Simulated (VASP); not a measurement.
# CoSi: single point with PBE

CoSi:

```xyz
2
Lattice="2.7437 0.0000 0.0000 0.0000 2.7437 0.0000 0.0000 0.0000 2.7437" Properties=species:S:1:pos:R:3 pbc="T T T"
Co    0.0000    0.0000    0.0000
Si    1.3719    1.3719    1.3719
```

This cell differs from its parent crystal: volume scaled by 0.96.

```json
{
  "Program": "VASP 6.6.1",
  "Task": "single point",
  "Functional": "PBE",
  "Potentials or basis": "VASP PAW PBE potentials, release 64 (Co, Si)",
  "Cutoff": "520 eV",
  "k mesh": "10 × 10 × 10",
  "Occupations": "fermi-dirac, width 0.05 eV",
  "Spin": "collinear spin, ferromagnetic start",
  "Starting moments": "[2.0, 0.0] μB",
  "Dipole correction": "no",
  "Further INCAR settings": "ALGO = Normal; EDIFF = 1e-07; NBANDS = 18"
}
```

- Pressure: 10.1 GPa
- Net moment: 0.52 μB per cell
- Site moments: Co +0.51; Si +0.01 μB
- Valence electrons inside the program's atomic spheres: Co 8.71; Si 1.60

Levels at points of the mesh, in eV from the Fermi level:
Spin up:
```csv
k point,band 4,band 5,band 6,band 7,band 8,band 9,band 10,band 11
"(0.00, 0.00, 0.00)",-1.65,-1.65,-1.65,3.07,3.07,3.07,7.50,7.50
"(0.50, 0.00, 0.00)",-2.96,-2.96,-1.49,-0.75,6.57,8.38,8.38,9.55
"(0.50, 0.50, 0.00)",-4.42,-2.50,-2.50,-1.09,1.52,1.75,8.38,13.74
"(0.50, 0.50, 0.50)",-1.47,-1.05,-1.05,1.20,1.20,1.20,3.58,3.58
```
Spin down:
```csv
k point,band 4,band 5,band 6,band 7,band 8,band 9
"(0.00, 0.00, 0.00)",-1.31,-1.31,-1.31,3.09,3.09,3.09
"(0.50, 0.00, 0.00)",-2.69,-2.69,-1.14,0.05,6.57,8.47
"(0.50, 0.50, 0.00)",-4.02,-2.20,-2.20,-0.24,1.80,2.22
"(0.50, 0.50, 0.50)",-1.45,-0.19,-0.19,1.22,1.22,1.22
```

Run time: 20 s on 1 thread of Intel(R) Xeon(R) 6975P-C (Granite Rapids), with other jobs on the host, peak memory 0.15 GiB.
